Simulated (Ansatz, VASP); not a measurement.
# One calculation of LiF, two programs

```
CELL_PARAMETERS angstrom
-1.84062 1.84062 5.06888
1.84062 -1.84062 5.06888
1.84062 1.84062 -5.06888
ATOMIC_POSITIONS crystal
Li 0.75000 0.25000 0.50000
Li 0.25000 0.75000 0.50000
F 0.29530 0.29530 0.00000
F 0.70470 0.70470 0.00000
```

Alike in both runs: functional PBE; k mesh 10 × 10 × 10; occupations gaussian, width 0.02 eV; no spin polarisation.

Ansatz relaxed the structure, and its values are those at the end. VASP's run is a single point on that final structure, the one shown.

|  | VASP | Ansatz |
| --- | --- | --- |
| version | VASP 6.6.1 | Ansatz 0.2.0 |
| potentials or method | VASP PAW PBE potentials, release 64 (Li_sv, F), cutoff 520 eV | scalar-relativistic, plane waves, PAW |
| valence electrons in the cell | 20 | 20 |

|  | VASP | Ansatz | Ansatz less VASP |
| --- | --- | --- | --- |
| gap on the k mesh at the Fermi level (eV) | 6.46 | 6.48 | +0.013 |
| least direct gap on the mesh (eV) | 6.65 | 6.66 | +0.011 |

With one functional, cell and mesh, what is left measures potentials, basis and numerics.

Noted on VASP's run: the cutoff is short for stress, so the pressure is rough.
